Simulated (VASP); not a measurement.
Sc3TeBr:

```
Sc Te Br
1.0
     4.93261    0.00000    0.00000
     0.00000    4.93261    0.00000
     0.00000    0.00000    4.93261
Sc Te Br
3 1 1
Direct
  0.00000 0.50000 0.50000
  0.50000 0.50000 0.00000
  0.50000 0.00000 0.50000
  0.00000 0.00000 0.00000
  0.50000 0.50000 0.50000
```

The cell was generated, and may not be a known phase.

| Quantity | Value |
| --- | --- |
| Program | VASP 6.6.1 |
| Task | relaxation of cell and atoms |
| Functional | PBE |
| Potentials or basis | VASP PAW PBE potentials, release 64 (Sc_sv, Te, Br) |
| Cutoff | 600 eV |
| k mesh | 8 × 8 × 8 |
| Occupations | gaussian, width 0.1 eV |
| Spin | no spin polarisation |

At the start: pressure 2.7 GPa; volume 24.00 Å³/atom.

Question: How do energy, volume and symmetry change on relaxing?

Answer: Over 3 steps the energy falls by 8.9 meV/atom and the volume is 25.11 Å³/atom (+4.6 %); space group Pm-3m (No. 221, to 0.1 Å) before and after.

Step by step:
| step | energy change (eV) | largest force (eV/Å) | pressure (GPa) | volume (Å³) |
| --- | --- | --- | --- | --- |
| 1 | 0.0000 | 0.0000 | 2.68 | 120.01 |
| 2 | -0.0412 | 0.0000 | -0.65 | 127.14 |
| 3 | -0.0444 | 0.0000 | 0.01 | 125.54 |

Final structure:
```yaml
crystal:
  lattice:
    - [5.00725, 0.00000, 0.00000]
    - [0.00000, 5.00725, 0.00000]
    - [0.00000, 0.00000, 5.00725]
  atoms:
    - { symbol: Sc, position: [0.00000, 0.50000, 0.50000] }
    - { symbol: Sc, position: [0.50000, 0.50000, 0.00000] }
    - { symbol: Sc, position: [0.50000, 0.00000, 0.50000] }
    - { symbol: Te, position: [0.00000, 0.00000, 0.00000] }
    - { symbol: Br, position: [0.50000, 0.50000, 0.50000] }
```
